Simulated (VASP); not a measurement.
Wanted: the native input for a VASP 6.6.1 run.

* Task: single point
* Functional: PBEsol
* Potentials or basis: VASP PAW PBE potentials, release 64 (Cu, O)
* Cutoff: 520 eV
* k mesh: 8 × 8 × 5
* Occupations: fermi-dirac, width 0.05 eV
* Spin: no spin polarisation
* Dipole correction: no
* Further INCAR settings: ALGO = Normal; EDIFF = 1e-06; NBANDS = 32

The structure of CuO2 lies in POSCAR:

```
CuO2
1.0
    1.3843627000     -5.1065320600      0.0000000000
    1.3843627000      5.1065320600      0.0000000000
    0.0000000000      0.0000000000      4.3434240000
Cu O
2 4
Direct
    0.1672530000      0.8327470000      0.7500000000
    0.8327470000      0.1672530000      0.2500000000
    0.7889700000      0.2110300000      0.7500000000
    0.2110300000      0.7889700000      0.2500000000
    0.5514860000      0.4485140000      0.7500000000
    0.4485140000      0.5514860000      0.2500000000
```

The input as run:

INCAR

```
ALGO = Normal
EDIFF = 1E-6
ENCUT = 520
GGA = PS
ISIF = 2
ISMEAR = -1
LASPH = True
LCHARG = True
LELF = True
LREAL = False
LVHAR = True
LWAVE = False
NBANDS = 32
NELM = 100
PREC = Accurate
SIGMA = 0.05
```

KPOINTS

```
k-points
0
Gamma
  8 8 5
```

Potentials or basis: VASP PAW PBE potentials, release 64 (Cu, O).

Launch:

```bash
$ cat potpaw_PBE.64/Cu/POTCAR potpaw_PBE.64/O/POTCAR > POTCAR
$ mpirun -np 1 vasp_std > vasp.out
```

It gave:

The pressure is -0.3 GPa and the largest force is 0.371 eV/Å. The band gap on the k mesh is zero (band 23 reaches 2.96 eV, above the bottom of band 24 at 2.69 eV).

Caveat: the PAW data sets were made with another functional, which shifts forces and pressure a little; semilocal functionals often make such compounds metallic where correlation or magnetic order opens a gap, which also shifts bond lengths.

Run time: 110 s on 1 thread of Intel(R) Xeon(R) 6975P-C (Granite Rapids), on a shared host, peak memory 0.26 GiB.
